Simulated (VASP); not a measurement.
# Ga (P6/mmm) in VASP: a series of runs, part 2 of 2

VASP 6.6.1. Earlier steps stand in the parts before.

## 3. Single point, LDA (19.55 Å³/atom)

This run uses another cell than the first one, of 19.55 Å³/atom.

INCAR

```
SYSTEM = Ga
  PREC = Accurate
  ENCUT = 520
  EDIFF = 1E-6
  ISMEAR = -1
  SIGMA = 0.1
  LREAL = .FALSE.
  LASPH = .TRUE.
  NELM = 60
  ALGO = Normal
  ISIF = 2
  LWAVE = .FALSE.
  LCHARG = .TRUE.
  LELF = .TRUE.
  LVHAR = .TRUE.
  NBANDS = 26
```

KPOINTS

```
Automatic mesh
0
G
  9 9 12
  0 0 0
```

POSCAR

```
Ga
1.0
    4.7269113675      0.0000000000      0.0000000000
   -2.3634556838      4.0936253257      0.0000000000
    0.0000000000      0.0000000000      3.0307691695
Ga
3
Direct
    0.0000000000      0.0000000000      0.0000000000
    0.3333333333      0.6666666667      0.5000000000
    0.6666666667      0.3333333333      0.5000000000
```

Potentials or basis: VASP PAW LDA potentials, release 64 (Ga_d).

Command:

```
> cat potpaw_LDA.64/Ga_d/POTCAR > POTCAR
> mpirun -np 1 vasp_std > vasp.out
```

OUTCAR:

```text
SYSTEM = Ga
   PREC = Accurate
   ENCUT = 520
   EDIFF = 1E-6
   ISMEAR = -1
   LREAL = .FALSE.
   LASPH = .TRUE.
   NELM = 60
   ISIF = 2

 ion  position               nearest neighbor table
   1  0.000  0.000  0.000-
   2  0.333  0.667  0.500-   3 2.73   3 2.73   3 2.73
   3  0.667  0.333  0.500-   2 2.73   2 2.73   2 2.73

  LATTYP: Found a hexagonal cell.
 ALAT       =     4.7269113675
 C/A-ratio  =     0.6411732596

  Lattice vectors:

 A1 = (   4.7269113675,   0.0000000000,   0.0000000000)
 A2 = (  -2.3634556838,   4.0936253257,   0.0000000000)
 A3 = (   0.0000000000,   0.0000000000,   3.0307691695)

Analysis of symmetry for initial positions (statically):
=====================================================================
 Subroutine PRICEL returns:
 Original cell was already a primitive cell.

 Routine SETGRP: Setting up the symmetry group for a
 hexagonal supercell.

 Subroutine GETGRP returns: Found 24 space group operations
 (whereof 24 operations were pure point group operations)
 out of a pool of 24 trial point group operations.

The static configuration has the point symmetry D_6h.

Analysis of symmetry for dynamics (positions and initial velocities):
=====================================================================
 Subroutine PRICEL returns:
 Original cell was already a primitive cell.

 Routine SETGRP: Setting up the symmetry group for a
 hexagonal supercell.

 Subroutine GETGRP returns: Found 24 space group operations
 (whereof 24 operations were pure point group operations)
 out of a pool of 24 trial point group operations.

The dynamic configuration has the point symmetry D_6h.

 Subroutine INISYM returns: Found 24 space group operations
 (whereof 24 operations are pure point group operations),
 and found     1 'primitive' translations

----------------------------------------------------------------------------------------

                                     Primitive cell

  volume of cell :      58.6460

  direct lattice vectors                    reciprocal lattice vectors
     4.726911367  0.000000000  0.000000000     0.211554633  0.122141124  0.000000000
    -2.363455684  4.093625326  0.000000000     0.000000000  0.244282249  0.000000000
     0.000000000  0.000000000  3.030769170     0.000000000  0.000000000  0.329949245

  length of vectors
     4.726911367  4.726911368  3.030769170     0.244282249  0.244282249  0.329949245

  position of ions in fractional coordinates (direct lattice)
     0.000000000  0.000000000  0.000000000
     0.333333333  0.666666667  0.500000000
     0.666666667  0.333333333  0.500000000

  ion indices of the primitive-cell ions
   primitive index   ion index
                 1           1
                 2           2
                 3           3

----------------------------------------------------------------------------------------

 KPOINTS: Automatic mesh

Automatic generation of k-mesh.
 Grid dimensions read from file:
 generate k-points for:    9    9   12

 Generating k-lattice:

  Cartesian coordinates                     Fractional coordinates (reciprocal lattice)
     0.023506070  0.013571236  0.000000000     0.111111111 -0.000000000  0.000000000
     0.000000000  0.027142472  0.000000000     0.000000000  0.111111111  0.000000000
     0.000000000  0.000000000  0.027495770     0.000000000  0.000000000  0.083333333

  Length of vectors
     0.027142472  0.027142472  0.027495770

  Shift w.r.t. Gamma in fractional coordinates (k-lattice)
     0.000000000  0.000000000  0.000000000

 Subroutine IBZKPT returns following result:
 ===========================================

 Found     84 irreducible k-points:

 Following reciprocal coordinates:
            Coordinates               Weight
  0.000000  0.000000  0.000000      1.000000
  0.111111  0.000000  0.000000      6.000000
  0.222222  0.000000  0.000000      6.000000
  0.333333  0.000000  0.000000      6.000000
  0.444444  0.000000  0.000000      6.000000
  0.111111  0.111111  0.000000      6.000000
[... 16 lines left out ...]
  0.333333  0.222222  0.083333     24.000000
  0.333333  0.333333  0.083333      4.000000
 [... further k-points ...]
   k-points           NKPTS =     84   k-points in BZ     NKDIM =     84   number of bands    NBANDS=     26
   number of dos      NEDOS =    301   number of ions     NIONS =      3
   total plane-waves  NPLWV =  31104
   dimension x,y,z NGX =    36 NGY =   36 NGZ =   24
   dimension x,y,z NGXF=    72 NGYF=   72 NGZF=   48
   ions per type =               3
   NGX,Y,Z   is equivalent  to a cutoff of  12.66, 12.66, 13.16 a.u.
   NGXF,Y,Z  is equivalent  to a cutoff of  25.32, 25.32, 26.33 a.u.
 SYSTEM =  Ga
   PREC   = accura    normal or accurate (medium, high low for compatibility)
   ISTART =      0    job   : 0-new  1-cont  2-samecut
   ICHARG =      2    charge: 1-file 2-atom 10-const
   ISPIN  =      1    spin polarized calculation?
   LNONCOLLINEAR =      F non collinear calculations
   LSORBIT =      F    spin-orbit coupling
   LASPH  =      T    aspherical Exc in radial PAW
   ENCUT  =  520.0 eV  38.22 Ry    6.18 a.u.   8.79  8.79  5.64*2*pi/ulx,y,z
   NELM   =     60;   NELMIN=  2; NELMDL= -5     # of ELM steps
   EDIFF  = 0.1E-05   stopping-criterion for ELM
   LREAL  =      F    real-space projection
   EDIFFG = 0.1E-04   stopping-criterion for IOM
   NSW    =      0    number of steps for IOM
   IBRION =     -1    ionic relax: 0-MD 1-quasi-New 2-CG
   NFREE  =      0    steps in history (QN), initial steepest desc. (CG)
   ISIF   =      2    stress and relaxation
   ISYM   =      2    0-nonsym 1-usesym 2-fastsym
   POTIM  = 0.5000    time-step for ionic-motion
   TEBEG  =    0.0;   TEEND  =   0.0 temperature during run
   PSTRESS=    0.0 pullay stress
   NELECT =      39.0000    total number of electrons
   NUPDOWN=      -1.0000    fix difference up-down
   EMIN   =  10.00;   EMAX   =-10.00  energy-range for DOS
   EFERMI =   0.00;   METHOD = LEGACY
   ISMEAR =    -1;   SIGMA  =   0.10  broadening in eV -4-tet -1-fermi 0-gaus
   EFERMI_NEDOS =   21; number of points for ismear=-14 and -15
   IALGO  =     38    algorithm
   IMIX   =      4    mixing-type and parameters
     AMIX     =   0.40;   BMIX     =  1.00
     AMIX_MAG =   1.60;   BMIX_MAG =  1.00
  volume/ion in A,a.u.               =      19.55       131.92
  Fermi-wavevector in a.u.,A,eV,Ry     =   1.428950  2.700323 27.781693  2.041897
  Thomas-Fermi vector in A             =   2.548956
   LORBIT       =      0    0 simple, 1 ext, 2 COOP (PROOUT), +10 PAW based schemes
   GGA     = CA    functional components
   LHFCALC =     F    Hartree Fock is set to
   AEXX    =    0.0000 exact exchange contribution
   IVDW    =     0    specifies the selected vdW correction
   LEPSILON=     F    determine dielectric tensor
   LRPA    =     F    only Hartree local field effects (RPA)
 non-spin polarized calculation
  energy-cutoff  :      520.00
  volume of cell :       58.65
 maximum number of plane-waves:      1601
 NGX is ok and might be reduce to    36
   NGX = 17   NGY = 17   NGZ = 11

 number of electron      39.0000049 magnetization

 Free energy of the ion-electron system (eV)
  ---------------------------------------------------
  ext. energy  EPLUGINS =         0.00000000
  ---------------------------------------------------
  free energy    TOTEN  =       -10.48572124 eV

  energy without entropy =      -10.43380411  energy(sigma->0) =      -10.45976267

 E-fermi :   4.9304     XC(G=0): -11.1408

 val. band max:        4.9176818342   @ k =   0.2222   0.2222   0.1667
 cond. band min:       4.9648708853   @ k =   0.2222   0.0000   0.4167
 fundamental gap:      0.0471890511
 Fermi energy:         4.9304347471

 k-point     1 :       0.0000    0.0000    0.0000
  band No.  band energies     occupation
      1     -10.1591      2.00000
      2     -10.0039      2.00000
      3     -10.0039      2.00000
      4      -9.9748      2.00000
      5      -9.9712      2.00000
      6      -9.9433      2.00000
[... 18 lines left out ...]
     25      16.2835      0.00000
     26      16.3190      0.00000
[... 644 lines left out ...]
      4      -9.9904      2.00000
      5      -9.9801      2.00000
      6      -9.9801      2.00000
[... 18 lines left out ...]
     25      13.7687      0.00000
     26      13.7737      0.00000

 [... further k-points ...]

------------------------ aborting loop because EDIFF is reached ----------------------------------------

  FORCE on cell =-STRESS in cart. coord.  units (eV):
  Direction    XX          YY          ZZ          XY          YZ          ZX
  --------------------------------------------------------------------------------------
  -------------------------------------------------------------------------------------
  Total       -1.9575291     -1.9575291     -1.9400942      0.0000000      0.0000000      0.0000000
  in kB      -53.4786448    -53.4786448    -53.0023341      0.0000000      0.0000000      0.0000000
  external PRESSURE =     -53.3198746 kB  Pullay stress =       0.0000000 kB

 VOLUME and BASIS-vectors are now :
 -----------------------------------------------------------------------------
  energy-cutoff  :      520.00
  volume of cell :       58.65
      direct lattice vectors                 reciprocal lattice vectors
     4.726911367  0.000000000  0.000000000     0.211554633  0.122141124  0.000000000
    -2.363455684  4.093625326  0.000000000     0.000000000  0.244282249  0.000000000
     0.000000000  0.000000000  3.030769170     0.000000000  0.000000000  0.329949245

 POSITION                                       TOTAL-FORCE (eV/Angst)
 -----------------------------------------------------------------------------------
      0.00000      0.00000      0.00000        -0.000000      0.000000     -0.000000
     -0.00000      2.72908      1.51538         0.000000     -0.000000      0.000000
      2.36346      1.36454      1.51538        -0.000000      0.000000     -0.000000
 -----------------------------------------------------------------------------------
    total drift:                                0.000000      0.000000     -0.000000

  FREE ENERGIE OF THE ION-ELECTRON SYSTEM (eV)
  ---------------------------------------------------
  free  energy   TOTEN  =       -10.4857212423 eV

  energy  without entropy=      -10.4338041053  energy(sigma->0) =      -10.45976267
```

It took 1.9 min on 1 thread of Intel Xeon 8259CL, shared host; peak memory 0.22 GiB.

Results:

```yaml
Free_energy: -10.4857 eV
Pressure: -5.3 GPa
Band_gap_on_the_k_mesh: zero (an odd number of electrons rules out a gap without spin polarisation)
```

Levels at points of the mesh, in eV from the Fermi level:
| k point | band 15 | band 16 | band 17 | band 18 | band 19 | band 20 | band 21 | band 22 | band 23 | band 24 |
| --- | --- | --- | --- | --- | --- | --- | --- | --- | --- | --- |
| (0.00, 0.00, 0.00) | -14.72 | -10.76 | -2.73 | -2.44 | -1.04 | -1.04 | -0.84 | -0.84 | 4.77 | 8.37 |
| (0.00, 0.00, 0.50) | -14.69 | -7.15 | -5.95 | 0.97 | 1.31 | 1.31 | 1.57 | 1.63 | 2.08 | 2.89 |

Caveat: the cell stands under tension.

## 4. Single point, LDA

This run uses another cell than the first one, of 17.45 Å³/atom.

INCAR

```
SYSTEM = Ga
  PREC = Accurate
  ENCUT = 520
  EDIFF = 1E-6
  ISMEAR = -1
  SIGMA = 0.1
  LREAL = .False.
  LASPH = .True.
  NELM = 80
  ALGO = Normal
  ISIF = 2
  LWAVE = .False.
  LCHARG = .False.
  NBANDS = 26
```

KPOINTS

```
regular mesh
0
Gamma
  11 11 14
  0 0 0
```

POSCAR

```
Ga
1.0
    4.5516771659      0.0000000000      0.0000000000
   -2.2758385830      3.9418680555      0.0000000000
    0.0000000000      0.0000000000      2.9184136852
Ga
3
Direct
    0.0000000000      0.0000000000      0.0000000000
    0.3333333333      0.6666666667      0.5000000000
    0.6666666667      0.3333333333      0.5000000000
```

Command:

```
> cat potpaw_LDA.64/Ga_d/POTCAR > POTCAR
> mpirun -np 1 vasp_std > vasp.out
```

Run time: 3.3 min. Hardware: 1 thread of Intel Xeon 8259CL, shared host; peak memory 0.25 GiB.

The run converged. Its results:

```
Free energy            : -10.6165 eV
Pressure               : 0.3 GPa
Band gap on the k mesh : zero (an odd number of electrons rules out a gap without spin polarisation)
```

Stress tensor (GPa, compression positive):
```
 1.09  0.00  0.00
 0.00  1.09  0.00
 0.00  0.00 -1.19
```

Levels at points of the mesh, in eV from the Fermi level:
| k point | band 16 | band 17 | band 18 | band 19 | band 20 | band 21 | band 22 | band 23 |
| --- | --- | --- | --- | --- | --- | --- | --- | --- |
| (0.00, 0.00, 0.00) | -11.65 | -2.48 | -2.20 | -1.30 | -1.30 | -1.12 | -1.12 | 5.10 |
| (0.00, 0.00, 0.50) | -7.60 | -6.47 | 1.33 | 1.33 | 1.83 | 1.89 | 2.11 | 2.12 |

## 5. Overview

```tsv
cell	k mesh	gap on the mesh (eV)	pressure (GPa)
a = 4.670, b = 4.670, c = 2.994 Å, angles 90.0, 90.0, 120.0°, 3 atoms	9 × 9 × 12	none	-3.9
a = 4.727, b = 4.727, c = 3.031 Å, angles 90.0, 90.0, 120.0°, 3 atoms	9 × 9 × 12	none	-5.3
a = 4.552, b = 4.552, c = 2.918 Å, angles 90.0, 90.0, 120.0°, 3 atoms	11 × 11 × 14	none	0.3
```

Alike in all rows: task single point; level LDA; potentials or basis VASP PAW LDA potentials, release 64 (Ga_d); no spin polarisation; cutoff (eV) 520; smearing fermi-dirac 0.1 eV.

Caveats: the cell stands under tension (at least some runs).

Total energies depend on the potentials used, so only differences within one code and one set of settings carry meaning.
